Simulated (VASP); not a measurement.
# KC (F-43m) in VASP: further runs

KC is run at these levels: PBE; tasks: single point, relaxation of cell and atoms.

Everything below comes from runs of VASP 6.6.1. Logs are shortened: lines on timing, memory, paths and dates and some standing lists are left out, and cuts for length are marked.

### 1 The cell of the first run

It takes space group F-43m (No. 216, cubic). Conventional cell: a = 6.581 Å, b = 6.581 Å, c = 6.581 Å, α = 90.00°, β = 90.00°, γ = 90.00°. Within 3.8 Å of K (site symmetry -43m) lie 4 C at 2.85 Å. C (site symmetry -43m) has 4 K at 2.85 Å within 3.8 Å.

The cell was built from a structure type or drawn by symmetry, and may not be a known phase.

### 2 Single point, PBE

Input file INCAR:

```
SYSTEM = KC
ALGO = Normal ; EDIFF = 1E-7
ENCUT = 520 ; GGA = PE
ISIF = 2 ; ISMEAR = 0
LASPH = .True. ; LCHARG = .False.
LREAL = .False. ; LWAVE = .False.
NBANDS = 14 ; NELM = 100
PREC = Accurate ; SIGMA = 0.1
```

Input file KPOINTS:

```
k-points
0
Gamma
  14 14 14
  0 0 0
```

Input file POSCAR:

```
KC
1.0
    0.0000000000      3.2905329947      3.2905329947
    3.2905329947      0.0000000000      3.2905329947
    3.2905329947      3.2905329947      0.0000000000
K C
1 1
Direct
    0.0000000000      0.0000000000      0.0000000000
    0.7500000000      0.7500000000      0.7500000000
```

Potentials or basis: VASP PAW PBE potentials, release 64 (K_sv, C).

Run with:

```sh
$ cat potpaw_PBE.64/K_sv/POTCAR potpaw_PBE.64/C/POTCAR > POTCAR
$ mpirun -np 1 vasp_std > vasp.out
```

OUTCAR:

```text
SYSTEM = KC
   EDIFF = 1E-7
   ENCUT = 520
   GGA = PE
   ISIF = 2
   ISMEAR = 0
   LASPH = .True.
   LREAL = .False.
   NELM = 100
   PREC = Accurate

 ion  position               nearest neighbor table
   1  0.000  0.000  0.000-   2 2.85   2 2.85   2 2.85   2 2.85
   2  0.750  0.750  0.750-   1 2.85   1 2.85   1 2.85   1 2.85

  LATTYP: Found a face centered cubic cell.
 ALAT       =     6.5810659894

  Lattice vectors:

 A1 = (   0.0000000000,   3.2905329947,   3.2905329947)
 A2 = (   3.2905329947,   0.0000000000,   3.2905329947)
 A3 = (   3.2905329947,   3.2905329947,   0.0000000000)

Analysis of symmetry for initial positions (statically):
=====================================================================
 Subroutine PRICEL returns:
 Original cell was already a primitive cell.

 Routine SETGRP: Setting up the symmetry group for a
 face centered cubic supercell.

 Subroutine GETGRP returns: Found 24 space group operations
 (whereof 24 operations were pure point group operations)
 out of a pool of 48 trial point group operations.

The static configuration has the point symmetry T_d .

Analysis of symmetry for dynamics (positions and initial velocities):
=====================================================================
 Subroutine PRICEL returns:
 Original cell was already a primitive cell.

 Routine SETGRP: Setting up the symmetry group for a
 face centered cubic supercell.

 Subroutine GETGRP returns: Found 24 space group operations
 (whereof 24 operations were pure point group operations)
 out of a pool of 48 trial point group operations.

The dynamic configuration has the point symmetry T_d .

 Subroutine INISYM returns: Found 24 space group operations
 (whereof 24 operations are pure point group operations),
 and found     1 'primitive' translations

----------------------------------------------------------------------------------------

                                     Primitive cell

  volume of cell :      71.2572

  direct lattice vectors                    reciprocal lattice vectors
     0.000000000  3.290532995  3.290532995    -0.151951067  0.151951067  0.151951067
     3.290532995  0.000000000  3.290532995     0.151951067 -0.151951067  0.151951067
     3.290532995  3.290532995  0.000000000     0.151951067  0.151951067 -0.151951067

  length of vectors
     4.653516389  4.653516389  4.653516389     0.263186969  0.263186969  0.263186969

  position of ions in fractional coordinates (direct lattice)
     0.000000000  0.000000000  0.000000000
     0.750000000  0.750000000  0.750000000

  ion indices of the primitive-cell ions
   primitive index   ion index
                 1           1
                 2           2

----------------------------------------------------------------------------------------

 KPOINTS: k-points

Automatic generation of k-mesh.
 Grid dimensions read from file:
 generate k-points for:   14   14   14

 Generating k-lattice:

  Cartesian coordinates                     Fractional coordinates (reciprocal lattice)
    -0.010853648  0.010853648  0.010853648     0.071428571  0.000000000  0.000000000
     0.010853648 -0.010853648  0.010853648     0.000000000  0.071428571  0.000000000
     0.010853648  0.010853648 -0.010853648     0.000000000  0.000000000  0.071428571

  Length of vectors
     0.018799069  0.018799069  0.018799069

  Shift w.r.t. Gamma in fractional coordinates (k-lattice)
     0.000000000  0.000000000  0.000000000

 Subroutine IBZKPT returns following result:
 ===========================================

 Found    104 irreducible k-points:

 Following reciprocal coordinates:
            Coordinates               Weight
  0.000000  0.000000  0.000000      1.000000
  0.071429  0.000000  0.000000      8.000000
  0.142857  0.000000  0.000000      8.000000
  0.214286  0.000000  0.000000      8.000000
  0.285714  0.000000  0.000000      8.000000
  0.357143  0.000000  0.000000      8.000000
[... 16 lines left out ...]
  0.214286  0.142857  0.000000     24.000000
  0.285714  0.142857  0.000000     24.000000
 [... further k-points ...]
   k-points           NKPTS =    104   k-points in BZ     NKDIM =    104   number of bands    NBANDS=     14
   number of dos      NEDOS =    301   number of ions     NIONS =      2
   total plane-waves  NPLWV =  46656
   dimension x,y,z NGX =    36 NGY =   36 NGZ =   36
   dimension x,y,z NGXF=    72 NGYF=   72 NGZF=   72
   ions per type =               1   1
   NGX,Y,Z   is equivalent  to a cutoff of  12.86, 12.86, 12.86 a.u.
   NGXF,Y,Z  is equivalent  to a cutoff of  25.72, 25.72, 25.72 a.u.
 SYSTEM =  KC
   PREC   = accura    normal or accurate (medium, high low for compatibility)
   ISTART =      0    job   : 0-new  1-cont  2-samecut
   ICHARG =      2    charge: 1-file 2-atom 10-const
   ISPIN  =      1    spin polarized calculation?
   LNONCOLLINEAR =      F non collinear calculations
   LSORBIT =      F    spin-orbit coupling
   LASPH  =      T    aspherical Exc in radial PAW
   ENCUT  =  520.0 eV  38.22 Ry    6.18 a.u.   8.65  8.65  8.65*2*pi/ulx,y,z
   NELM   =    100;   NELMIN=  2; NELMDL= -5     # of ELM steps
   EDIFF  = 0.1E-06   stopping-criterion for ELM
   LREAL  =      F    real-space projection
   EDIFFG = 0.1E-05   stopping-criterion for IOM
   NSW    =      0    number of steps for IOM
   IBRION =     -1    ionic relax: 0-MD 1-quasi-New 2-CG
   NFREE  =      0    steps in history (QN), initial steepest desc. (CG)
   ISIF   =      2    stress and relaxation
   ISYM   =      2    0-nonsym 1-usesym 2-fastsym
   POTIM  = 0.5000    time-step for ionic-motion
   TEBEG  =    0.0;   TEEND  =   0.0 temperature during run
   PSTRESS=    0.0 pullay stress
   NELECT =      13.0000    total number of electrons
   NUPDOWN=      -1.0000    fix difference up-down
   EMIN   =  10.00;   EMAX   =-10.00  energy-range for DOS
   EFERMI =   0.00;   METHOD = LEGACY
   ISMEAR =     0;   SIGMA  =   0.10  broadening in eV -4-tet -1-fermi 0-gaus
   EFERMI_NEDOS =   21; number of points for ismear=-14 and -15
   IALGO  =     38    algorithm
   IMIX   =      4    mixing-type and parameters
     AMIX     =   0.40;   BMIX     =  1.00
     AMIX_MAG =   1.60;   BMIX_MAG =  1.00
  volume/ion in A,a.u.               =      35.63       240.43
  Fermi-wavevector in a.u.,A,eV,Ry     =   0.928495  1.754602 11.729630  0.862103
  Thomas-Fermi vector in A             =   2.054678
   LORBIT       =      0    0 simple, 1 ext, 2 COOP (PROOUT), +10 PAW based schemes
   GGA     = PE    functional components
   LHFCALC =     F    Hartree Fock is set to
   AEXX    =    0.0000 exact exchange contribution
   IVDW    =     0    specifies the selected vdW correction
   LEPSILON=     F    determine dielectric tensor
   LRPA    =     F    only Hartree local field effects (RPA)
 non-spin polarized calculation
 Gauss-broadening in eV      SIGMA  =   0.10
  energy-cutoff  :      520.00
  volume of cell :       71.26
 maximum number of plane-waves:      1940
   NGX = 17   NGY = 17   NGZ = 17

 number of electron      13.0000000 magnetization

 Free energy of the ion-electron system (eV)
  ---------------------------------------------------
  ext. energy  EPLUGINS =         0.00000000
  ---------------------------------------------------
  free energy    TOTEN  =        -4.17748571 eV

  energy without entropy =       -4.13498736  energy(sigma->0) =       -4.15623654

 E-fermi :  -1.2318     XC(G=0):  -6.5695

 val. band max:       -1.2349979697   @ k =   0.5000   0.2143   0.0714
 cond. band min:      -1.2317087237   @ k =   0.5000   0.2857   0.0714
 fundamental gap:      0.0032892460
 Fermi energy:        -1.2318085602

 k-point     1 :       0.0000    0.0000    0.0000
  band No.  band energies     occupation
      1     -30.7868      2.00000
      2     -14.2746      2.00000
      3     -14.2746      2.00000
      4     -14.2746      2.00000
      5      -9.6513      2.00000
      6      -1.1715      0.39342
      7      -1.1715      0.39342
      8      -1.1715      0.39342
      9       1.5831      0.00000
     10       6.3650      0.00000
     11       6.3650      0.00000
     12       7.3390      0.00000
     13       7.3390      0.00000
     14       7.3390      0.00000

 k-point     2 :       0.0714    0.0000    0.0000
  band No.  band energies     occupation
      1     -30.7865      2.00000
      2     -14.2829      2.00000
      3     -14.2754      2.00000
      4     -14.2754      2.00000
      5      -9.6358      2.00000
      6      -1.2302      0.98147
      7      -1.1674      0.36260
      8      -1.1674      0.36260
      9       1.7024      0.00000
     10       6.2671      0.00000
     11       6.2671      0.00000
     12       7.2533      0.00000
     13       7.4504      0.00000
     14       7.4504      0.00000

 k-point     3 :       0.1429    0.0000    0.0000
  band No.  band energies     occupation
      1     -30.7857      2.00000
      2     -14.3061      2.00000
      3     -14.2777      2.00000
      4     -14.2777      2.00000
      5      -9.5927      2.00000
      6      -1.3708      1.95066
      7      -1.1564      0.28651
      8      -1.1564      0.28651
      9       2.0166      0.00000
     10       6.0855      0.00000
     11       6.0855      0.00000
     12       7.0148      0.00000
     13       7.6443      0.00000
     14       7.6443      0.00000
[... 324 lines left out ...]
 k-point    23 :       0.2143    0.1429    0.0000
  band No.  band energies     occupation
      1     -30.7844      2.00000
      2     -14.3309      2.00000
      3     -14.2864      2.00000
      4     -14.2859      2.00000
      5      -9.5277      2.00000
      6      -1.5284      1.99997
      7      -1.1476      0.23394
      8      -1.1435      0.21151
      9       2.4559      0.00000
     10       5.2022      0.00000
     11       6.5256      0.00000
     12       7.2298      0.00000
     13       7.5627      0.00000
     14       7.6425      0.00000

 k-point    24 :       0.2857    0.1429    0.0000
  band No.  band energies     occupation
      1     -30.7833      2.00000
      2     -14.3599      2.00000
      3     -14.2904      2.00000
      4     -14.2903      2.00000
      5      -9.4695      2.00000
      6      -1.6337      2.00000
      7      -1.1486      0.23930
      8      -1.1291      0.14618
      9       2.8302      0.00000
     10       5.0100      0.00000
     11       6.4360      0.00000
     12       6.8314      0.00000
     13       7.6234      0.00000
     14       7.6947      0.00000

 [... further k-points ...]

------------------------ aborting loop because EDIFF is reached ----------------------------------------

  FORCE on cell =-STRESS in cart. coord.  units (eV):
  Direction    XX          YY          ZZ          XY          YZ          ZX
  --------------------------------------------------------------------------------------
  -------------------------------------------------------------------------------------
  Total        0.0180985      0.0180985      0.0180985     -0.0000000      0.0000000      0.0000000
  in kB        0.4069342      0.4069342      0.4069342     -0.0000000      0.0000000      0.0000000
  external PRESSURE =       0.4069342 kB  Pullay stress =       0.0000000 kB

 VOLUME and BASIS-vectors are now :
 -----------------------------------------------------------------------------
  energy-cutoff  :      520.00
  volume of cell :       71.26
      direct lattice vectors                 reciprocal lattice vectors
     0.000000000  3.290532995  3.290532995    -0.151951067  0.151951067  0.151951067
     3.290532995  0.000000000  3.290532995     0.151951067 -0.151951067  0.151951067
     3.290532995  3.290532995  0.000000000     0.151951067  0.151951067 -0.151951067

 POSITION                                       TOTAL-FORCE (eV/Angst)
 -----------------------------------------------------------------------------------
      0.00000      0.00000      0.00000         0.000000     -0.000000     -0.000000
      4.93580      4.93580      4.93580        -0.000000      0.000000      0.000000
 -----------------------------------------------------------------------------------
    total drift:                                0.000000      0.000000     -0.000000

  FREE ENERGIE OF THE ION-ELECTRON SYSTEM (eV)
  ---------------------------------------------------
  free  energy   TOTEN  =        -4.1774857126 eV

  energy  without entropy=       -4.1349873600  energy(sigma->0) =       -4.15623654
```

It took 55 s on 1 thread of Intel Xeon 6975P-C (Granite Rapids), shared host; peak memory 0.26 GiB.

What came out:

```yaml
Free_energy: -4.1775 eV
Pressure: 0.0 GPa
Band_gap_on_the_k_mesh: zero (an odd number of electrons rules out a gap without spin polarisation)
```

Levels at points of the mesh, in eV from the Fermi level:
| k point | band 3 | band 4 | band 5 | band 6 | band 7 | band 8 | band 9 | band 10 |
| --- | --- | --- | --- | --- | --- | --- | --- | --- |
| (0.00, 0.00, 0.00) | -13.04 | -13.04 | -8.42 | 0.06 | 0.06 | 0.06 | 2.81 | 7.60 |
| (0.50, 0.00, 0.00) | -13.06 | -13.06 | -8.12 | -0.59 | 0.13 | 0.13 | 5.23 | 5.77 |
| (0.50, 0.50, 0.00) | -13.08 | -13.08 | -8.03 | -0.69 | 0.17 | 0.17 | 4.33 | 5.66 |

### 3 Relaxation of cell and atoms, PBE

This run uses another cell than the first one, of 34.95 Å³/atom.

Input file INCAR:

```
PREC = Accurate
ENCUT = 600
EDIFF = 1E-7
ISMEAR = 0
SIGMA = 0.1
LREAL = F
LASPH = T
NELM = 100
ALGO = Normal
ISIF = 3
LWAVE = F
LCHARG = F
GGA = PE
IBRION = 2
NSW = 100
EDIFFG = -0.01
```

Input file KPOINTS:

```
Automatic mesh
0
Gamma
  14 14 14
```

Input file POSCAR:

```
KC
1.0
    0.0000000000      3.2694580987      3.2694580987
    3.2694580987      0.0000000000      3.2694580987
    3.2694580987      3.2694580987      0.0000000000
K C
1 1
Direct
    0.0000000000      0.0000000000      0.0000000000
    0.7500000000      0.7500000000      0.7500000000
```

Potentials or basis: VASP PAW PBE potentials, release 64 (K_sv, C).

Run with:

```sh
$ cat potpaw_PBE.64/K_sv/POTCAR potpaw_PBE.64/C/POTCAR > POTCAR
$ mpirun -np 1 vasp_std > vasp.out
```

Run time: 2.4 min. Hardware: 1 thread of Intel Xeon 6975P-C (Granite Rapids), shared host; peak memory 0.31 GiB.

The run converged. Its results:

```yaml
Free_energy: -4.1773 eV
Relaxed_volume: 35.91 Å³/atom
Relaxed_cell: a = 4.666 Å, b = 4.666 Å, c = 4.666 Å, α = 60.00°, β = 60.00°, γ = 60.00°
Space_group_after_relaxing_to_0.1_Å: F-43m (No. 216)
Energy_gained_by_relaxing: 0.6 meV/atom
Ionic_steps: 3
Pressure_after_relaxing: 0.0 GPa
Band_gap_on_the_k_mesh: zero (an odd number of electrons rules out a gap without spin polarisation)
```

The path:
```tsv
step	energy change (eV)	largest force (eV/Å)	pressure (GPa)	volume (Å³)
1	0.0000	0.0000	0.27	69.90
2	-0.0008	0.0000	0.17	70.49
3	-0.0013	0.0000	-0.04	71.82
```

Final structure:
```
CELL_PARAMETERS angstrom
0.00000 3.29918 3.29918
3.29918 0.00000 3.29918
3.29918 3.29918 0.00000
ATOMIC_POSITIONS crystal
K 0.00000 0.00000 0.00000
C 0.75000 0.75000 0.75000
```

Levels at points of the mesh, in eV from the Fermi level:
```
           k point  band 4  band 5  band 6  band 7  band 8  band 9
(0.00, 0.00, 0.00)  -13.06   -8.41    0.06    0.06    0.06    2.80
(0.50, 0.00, 0.00)  -13.07   -8.12   -0.59    0.13    0.13    5.21
(0.50, 0.50, 0.00)  -13.10   -8.03   -0.68    0.17    0.17    4.32
```
